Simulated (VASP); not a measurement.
# Nb (Fd-3m) in VASP: a series of runs, part 2 of 2

VASP 6.6.1. Earlier steps stand in the parts before.

### 5 Relaxation of cell and atoms, PBEsol, target pressure 45 GPa, at which the enthalpy is minimised

INCAR

```
  ALGO = Normal
  EDIFF = 1E-7
  EDIFFG = -0.03
  ENCUT = 500
  GGA = PS
  GGA_COMPAT = False
  IBRION = 2
  ISIF = 3
  ISMEAR = 0
  LASPH = True
  LCHARG = False
  LREAL = False
  LWAVE = False
  NELM = 120
  NELMIN = 4
  NSW = 80
  PREC = Accurate
  PSTRESS = 450.0
  SIGMA = 0.1
```

KPOINTS

```
k-points
0
Gamma
  7 7 7
```

POSCAR

```
Nb
1.0
    0.0000000000      2.8850000000      2.8850000000
    2.8850000000      0.0000000000      2.8850000000
    2.8850000000      2.8850000000      0.0000000000
Nb
2
Direct
    1.0000000000      1.0000000000      1.0000000000
    0.2500000000      0.2500000000      0.2500000000
```

Potentials or basis: VASP PAW PBE potentials, release 64 (Nb_sv).

Started as:

```sh
$ cat potpaw_PBE.64/Nb_sv/POTCAR > POTCAR
$ mpirun -np 1 vasp_std > vasp.out
```

OUTCAR:

```text
EDIFF = 1E-7
   EDIFFG = -0.03
   ENCUT = 500
   GGA = PS
   IBRION = 2
   ISIF = 3
   ISMEAR = 0
   LASPH = True
   LREAL = False
   NELM = 120
   NELMIN = 4
   NSW = 80
   PREC = Accurate
   PSTRESS = 450.0

 ion  position               nearest neighbor table
   1  0.000  0.000  0.000-   2 2.50   2 2.50   2 2.50   2 2.50
   2  0.250  0.250  0.250-   1 2.50   1 2.50   1 2.50   1 2.50

  LATTYP: Found a face centered cubic cell.
 ALAT       =     5.7700000000

  Lattice vectors:

 A1 = (   0.0000000000,   2.8850000000,   2.8850000000)
 A2 = (   2.8850000000,   0.0000000000,   2.8850000000)
 A3 = (   2.8850000000,   2.8850000000,   0.0000000000)

Analysis of symmetry for initial positions (statically):
=====================================================================
 Subroutine PRICEL returns:
 Original cell was already a primitive cell.

 Routine SETGRP: Setting up the symmetry group for a
 face centered cubic supercell.

 Subroutine GETGRP returns: Found 48 space group operations
 (whereof 24 operations were pure point group operations)
 out of a pool of 48 trial point group operations.

The static configuration has the point symmetry T_d .
 The point group associated with its full space group is O_h .

Analysis of symmetry for dynamics (positions and initial velocities):
=====================================================================
 Subroutine PRICEL returns:
 Original cell was already a primitive cell.

 Routine SETGRP: Setting up the symmetry group for a
 face centered cubic supercell.

 Subroutine GETGRP returns: Found 48 space group operations
 (whereof 24 operations were pure point group operations)
 out of a pool of 48 trial point group operations.

The dynamic configuration has the point symmetry T_d .
 The point group associated with its full space group is O_h .

 Subroutine INISYM returns: Found 48 space group operations
 (whereof 24 operations are pure point group operations),
[... 111 lines left out ...]
     AMIX_MAG =   1.60;   BMIX_MAG =  1.00
  volume/ion in A,a.u.               =      24.01       162.04
  Fermi-wavevector in a.u.,A,eV,Ry     =   1.334269  2.521403 24.222103  1.780274
  Thomas-Fermi vector in A             =   2.463064
   LORBIT       =      0    0 simple, 1 ext, 2 COOP (PROOUT), +10 PAW based schemes
   GGA     = PS    functional components
   LHFCALC =     F    Hartree Fock is set to
   AEXX    =    0.0000 exact exchange contribution
   IVDW    =     0    specifies the selected vdW correction
   LEPSILON=     F    determine dielectric tensor
   LRPA    =     F    only Hartree local field effects (RPA)
 conjugate gradient relaxation of ions
 non-spin polarized calculation
 Gauss-broadening in eV      SIGMA  =   0.10
  energy-cutoff  :      500.00
  volume of cell :       48.03
 maximum number of plane-waves:      1243
 NGX is ok and might be reduce to    30
   NGX = 15   NGY = 15   NGZ = 15

--------------------------------------- Ionic step        1  -------------------------------------------

 number of electron      26.0000004 magnetization

 Free energy of the ion-electron system (eV)
  ---------------------------------------------------
  ext. energy  EPLUGINS =         0.00000000
  ---------------------------------------------------
  free energy    TOTEN  =       -16.61806560 eV

  energy without entropy =      -16.61069446  energy(sigma->0) =      -16.61438003

------------------------ aborting loop because EDIFF is reached ----------------------------------------

  FORCE on cell =-STRESS in cart. coord.  units (eV):
  Direction    XX          YY          ZZ          XY          YZ          ZX
  --------------------------------------------------------------------------------------
  -------------------------------------------------------------------------------------
  Total        0.3638411      0.3638411      0.3638411      0.0000000      0.0000000      0.0000000
  in kB       12.1382152     12.1382152     12.1382152      0.0000000      0.0000000      0.0000000
  external PRESSURE =    -437.8617848 kB  Pullay stress =     450.0000000 kB
[... 101 lines left out ...]
--------------------------------------- Ionic step        4  -------------------------------------------

 number of electron      26.0000002 magnetization

 E-fermi :   9.4220     XC(G=0): -11.5955

 val. band max:        9.4064228294   @ k =   0.1429   0.1429   0.0000
 cond. band min:       9.4856576277   @ k =   0.4286   0.1429   0.0000
 fundamental gap:      0.0792347983
 Fermi energy:         9.4219997911

 k-point     1 :       0.0000    0.0000    0.0000
  band No.  band energies     occupation
      1     -45.4072      2.00000
      2     -43.9384      2.00000
      3     -21.9702      2.00000
      4     -21.9702      2.00000
      5     -21.9702      2.00000
      6     -20.0353      2.00000
[... 464 lines left out ...]
--------------------------------------- Ionic step        6  -------------------------------------------

 number of electron      26.0000002 magnetization

 Free energy of the ion-electron system (eV)
  ---------------------------------------------------
  ext. energy  EPLUGINS =         0.00000000
  ---------------------------------------------------
  free energy    TOTEN  =       -15.24910188 eV

  energy without entropy =      -15.23363977  energy(sigma->0) =      -15.24137083

 E-fermi :  11.0401     XC(G=0): -12.2144

 val. band max:       10.9511037128   @ k =  -0.2857   0.2857   0.0000
 cond. band min:      11.0409136306   @ k =  -0.4286   0.2857   0.0000
 fundamental gap:      0.0898099178
 Fermi energy:        11.0401387212

 k-point     1 :       0.0000    0.0000    0.0000
  band No.  band energies     occupation
      1     -44.1280      2.00000
      2     -42.0182      2.00000
      3     -20.7366      2.00000
      4     -20.7366      2.00000
      5     -20.7366      2.00000
      6     -18.2476      2.00000
[... 422 lines left out ...]
  energy  without entropy=      -15.2336397702  energy(sigma->0) =      -15.24137083

  enthalpy is  TOTEN    =        -5.1200206221 eV   P V=       10.1290812613

 reached required accuracy - stopping structural energy minimisation
```

OSZICAR:

```text
N       E                     dE             d eps       ncg     rms          rms(c)
DAV:   1     0.293302996043E+03    0.29330E+03   -0.14778E+04   680   0.151E+03
DAV:   2     0.420999179308E+01   -0.28909E+03   -0.28532E+03   843   0.578E+02
[... 83 lines left out ...]
DAV:   5    -0.152490863537E+02   -0.14906E-02   -0.39818E-03  1215   0.507E-01    0.108E-01
DAV:   6    -0.152490880033E+02   -0.16496E-05   -0.36120E-04   873   0.207E-01    0.324E-02
DAV:   7    -0.152491006894E+02   -0.12686E-04   -0.27910E-05   939   0.556E-02    0.482E-03
DAV:   8    -0.152491017520E+02   -0.10626E-05   -0.15835E-06  1049   0.111E-02    0.200E-03
DAV:   9    -0.152491019621E+02   -0.21011E-06   -0.15431E-07   517   0.668E-03    0.913E-04
DAV:  10    -0.152491018834E+02    0.78753E-07   -0.20086E-08   388   0.233E-03
   6 F= -.51200206E+01 E0= -.51122896E+01  d E =-.199063E+01
```

Wall time 1.9 min (1 thread of Intel Xeon Platinum 8259CL at 2.50GHz (Skylake/Cascade Lake), shared host); peak memory 0.18 GiB.

Results:

```
Free energy                                                : -15.2491 eV
Relaxed volume                                             : 18.03 Å³/atom
Relaxed cell                                               : a = 3.708 Å, b = 3.708 Å, c = 3.708 Å, α = 60.00°, β = 60.00°, γ = 60.00°
Space group after relaxing (to 0.1 Å)                      : Fd-3m (No. 227)
Energy change on relaxing (the run minimises the enthalpy) : +684.5 meV/atom
Ionic steps                                                : 6
Pressure after relaxing                                    : 44.9 GPa
Band gap on the k mesh                                     : zero (bands 13 and 14 overlap by 2.35 eV)
```

The path:
```
step  energy change (eV)  largest force (eV/Å)  pressure (GPa)  volume (Å³)
   1              0.0000                0.0000            1.21        48.03
   2             43.6625                0.0000         1242.43        15.33
   3              0.1673                0.0000           11.40        43.49
   4              0.4388                0.0000           20.69        40.72
   5              1.5116                0.0000           48.08        35.57
   6              1.3690                0.0000           44.86        36.06
```

Final structure:
```
Nb
1.0
     0.00000    2.62228    2.62228
     2.62228    0.00000    2.62228
     2.62228    2.62228    0.00000
Nb
2
Direct
  0.00000 0.00000 0.00000
  0.25000 0.25000 0.25000
```

Caveat: the cell is relaxed towards a set pressure, so the run minimises the enthalpy, not the energy; the volume moved by over 15 % at a fixed basis, so the end points are rough; the PAW data sets were made with another functional, which shifts forces and pressure a little.

### 6 Single point, PBEsol

This run uses another cell than the first one, of 17.99 Å³/atom.

INCAR

```
PREC = Accurate ; ENCUT = 500
EDIFF = 1E-6 ; ISMEAR = 0
SIGMA = 0.1 ; LREAL = False
LASPH = True ; NELM = 120
ALGO = Normal ; ISIF = 2
LWAVE = False ; LCHARG = False
GGA = PS ; NBANDS = 20
GGA_COMPAT = False
```

KPOINTS

```
Automatic mesh
0
Gamma
  7 7 7
```

POSCAR

```
Nb
1.0
    0.0000000000      2.6200510258      2.6200510258
    2.6200510258      0.0000000000      2.6200510258
    2.6200510258      2.6200510258      0.0000000000
Nb
2
Direct
    1.0000000000      1.0000000000      1.0000000000
    0.2500000000      0.2500000000      0.2500000000
```

Potentials or basis: VASP PAW PBE potentials, release 64 (Nb_sv).

Started as:

```sh
$ cat potpaw_PBE.64/Nb_sv/POTCAR > POTCAR
$ mpirun -np 1 vasp_std > vasp.out
```

OUTCAR:

```text
PREC = Accurate
   ENCUT = 500
   EDIFF = 1E-6
   ISMEAR = 0
   LREAL = False
   LASPH = True
   NELM = 120
   ISIF = 2
   GGA = PS

 ion  position               nearest neighbor table
   1  0.000  0.000  0.000-   2 2.27   2 2.27   2 2.27   2 2.27
   2  0.250  0.250  0.250-   1 2.27   1 2.27   1 2.27   1 2.27

  LATTYP: Found a face centered cubic cell.
 ALAT       =     5.2401020516

  Lattice vectors:

 A1 = (   0.0000000000,   2.6200510258,   2.6200510258)
 A2 = (   2.6200510258,   0.0000000000,   2.6200510258)
 A3 = (   2.6200510258,   2.6200510258,   0.0000000000)

Analysis of symmetry for initial positions (statically):
=====================================================================
 Subroutine PRICEL returns:
 Original cell was already a primitive cell.

 Routine SETGRP: Setting up the symmetry group for a
 face centered cubic supercell.

 Subroutine GETGRP returns: Found 48 space group operations
 (whereof 24 operations were pure point group operations)
 out of a pool of 48 trial point group operations.

The static configuration has the point symmetry T_d .
 The point group associated with its full space group is O_h .

Analysis of symmetry for dynamics (positions and initial velocities):
=====================================================================
 Subroutine PRICEL returns:
 Original cell was already a primitive cell.

 Routine SETGRP: Setting up the symmetry group for a
 face centered cubic supercell.

 Subroutine GETGRP returns: Found 48 space group operations
 (whereof 24 operations were pure point group operations)
 out of a pool of 48 trial point group operations.

The dynamic configuration has the point symmetry T_d .
 The point group associated with its full space group is O_h .

 Subroutine INISYM returns: Found 48 space group operations
 (whereof 24 operations are pure point group operations),
 and found     1 'primitive' translations

[... 102 lines left out ...]
   EMIN   =  10.00;   EMAX   =-10.00  energy-range for DOS
   EFERMI =   0.00;   METHOD = LEGACY
   ISMEAR =     0;   SIGMA  =   0.10  broadening in eV -4-tet -1-fermi 0-gaus
   EFERMI_NEDOS =   21; number of points for ismear=-14 and -15
   IALGO  =     38    algorithm
   IMIX   =      4    mixing-type and parameters
     AMIX     =   0.40;   BMIX     =  1.00
     AMIX_MAG =   1.60;   BMIX_MAG =  1.00
  volume/ion in A,a.u.               =      17.99       121.37
  Fermi-wavevector in a.u.,A,eV,Ry     =   1.469195  2.776377 29.368650  2.158535
  Thomas-Fermi vector in A             =   2.584602
   LORBIT       =      0    0 simple, 1 ext, 2 COOP (PROOUT), +10 PAW based schemes
   GGA     = PS    functional components
   LHFCALC =     F    Hartree Fock is set to
   AEXX    =    0.0000 exact exchange contribution
   IVDW    =     0    specifies the selected vdW correction
   LEPSILON=     F    determine dielectric tensor
   LRPA    =     F    only Hartree local field effects (RPA)
 non-spin polarized calculation
 Gauss-broadening in eV      SIGMA  =   0.10
  energy-cutoff  :      500.00
  volume of cell :       35.97
 maximum number of plane-waves:       941
   NGX = 13   NGY = 13   NGZ = 13

 number of electron      25.9999997 magnetization

 Free energy of the ion-electron system (eV)
  ---------------------------------------------------
  ext. energy  EPLUGINS =         0.00000000
  ---------------------------------------------------
  free energy    TOTEN  =       -15.21262394 eV

  energy without entropy =      -15.19721175  energy(sigma->0) =      -15.20491784

 E-fermi :  11.0785     XC(G=0): -12.2277

 val. band max:       11.0784603231   @ k =   0.4286   0.4286   0.0000
 cond. band min:      11.0853928149   @ k =  -0.4286   0.4286   0.1429
 fundamental gap:      0.0069324918
 Fermi energy:        11.0784729985

 k-point     1 :       0.0000    0.0000    0.0000
  band No.  band energies     occupation
      1     -44.0987      2.00000
      2     -41.9727      2.00000
      3     -20.7083      2.00000
      4     -20.7083      2.00000
      5     -20.7083      2.00000
      6     -18.2064      2.00000
[... 449 lines left out ...]
     19      18.1097      0.00000
     20      18.1831      0.00000

------------------------ aborting loop because EDIFF is reached ----------------------------------------

  FORCE on cell =-STRESS in cart. coord.  units (eV):
  Direction    XX          YY          ZZ          XY          YZ          ZX
  --------------------------------------------------------------------------------------
  -------------------------------------------------------------------------------------
  Total       10.1553222     10.1553222     10.1553222      0.0000000      0.0000000     -0.0000000
  in kB      452.3192247    452.3192247    452.3192247      0.0000000      0.0000000     -0.0000000
  external PRESSURE =     452.3192247 kB  Pullay stress =       0.0000000 kB

 VOLUME and BASIS-vectors are now :
 -----------------------------------------------------------------------------
  energy-cutoff  :      500.00
  volume of cell :       35.97
      direct lattice vectors                 reciprocal lattice vectors
     0.000000000  2.620051026  2.620051026    -0.190835978  0.190835978  0.190835978
     2.620051026  0.000000000  2.620051026     0.190835978 -0.190835978  0.190835978
     2.620051026  2.620051026  0.000000000     0.190835978  0.190835978 -0.190835978

 POSITION                                       TOTAL-FORCE (eV/Angst)
 -----------------------------------------------------------------------------------
      0.00000      0.00000      0.00000         0.000000     -0.000000     -0.000000
      1.31003      1.31003      1.31003        -0.000000      0.000000      0.000000
 -----------------------------------------------------------------------------------
    total drift:                                0.000000      0.000000      0.000000

  FREE ENERGIE OF THE ION-ELECTRON SYSTEM (eV)
  ---------------------------------------------------
  free  energy   TOTEN  =       -15.2126239395 eV

  energy  without entropy=      -15.1972117452  energy(sigma->0) =      -15.20491784
```

stdout:

```text
POSCAR found type information on POSCAR Nb
 POSCAR found :  1 types and       2 ions
 scaLAPACK will be used
 -----------------------------------------------------------------------------
|                                                                             |
|                                                                             |
|     You enforced a specific xc type in the INCAR file but a different       |
|     I HOPE YOU KNOW WHAT YOU ARE DOING!                                     |
|                                                                             |
 -----------------------------------------------------------------------------

 LDA part: xc-table for (Slater+PW92), standard interpolation
 POSCAR, INCAR and KPOINTS ok, starting setup
 FFT: planning ... GRIDC
 FFT: planning ... GRID_SOFT
 FFT: planning ... GRID
 WAVECAR not read
 entering main loop
```

Wall time 19 s (1 thread of AMD EPYC 7R43 (Zen 3), shared host); peak memory 0.12 GiB.

Results:

```yaml
Free_energy: -15.2126 eV
Pressure: 45.2 GPa
Band_gap_on_the_k_mesh: zero (bands 13 and 14 overlap by 2.36 eV)
```

Caveat: the cell stands under pressure; the PAW data sets were made with another functional, which shifts forces and pressure a little.

### 7 The runs side by side

| task | cell | gap on the mesh (eV) | pressure (GPa) |
| --- | --- | --- | --- |
| relaxation of cell and atoms | relaxed from a = 4.080 Å, angles 60.0°, 2 atoms | none | 0.0 |
| relaxation of cell and atoms | relaxed to 15 GPa from a = 4.080 Å, angles 60.0°, 2 atoms | none | 15.1 |
| relaxation of cell and atoms | relaxed to 30 GPa from a = 4.080 Å, angles 60.0°, 2 atoms | none | 30.0 |
| relaxation of cell and atoms | relaxed to 45 GPa from a = 4.080 Å, angles 60.0°, 2 atoms | none | 44.9 |
| single point | a = 3.705 Å, angles 60.0°, 2 atoms | none | 45.2 |

Alike in all rows: level PBEsol; potentials or basis VASP PAW PBE potentials, release 64 (Nb_sv); no spin polarisation; k mesh 7 × 7 × 7; cutoff (eV) 500; smearing gaussian 0.1 eV.

Caveats: the PAW data sets were made with another functional, which shifts forces and pressure a little; the cell is relaxed towards a set pressure, so the run minimises the enthalpy, not the energy (at least some runs); the volume moved by over 15 % at a fixed basis, so the end points are rough (at least some runs); the cell stands under pressure (at least some runs).

Total energies depend on the potentials used, so only differences within one code and one set of settings carry meaning.
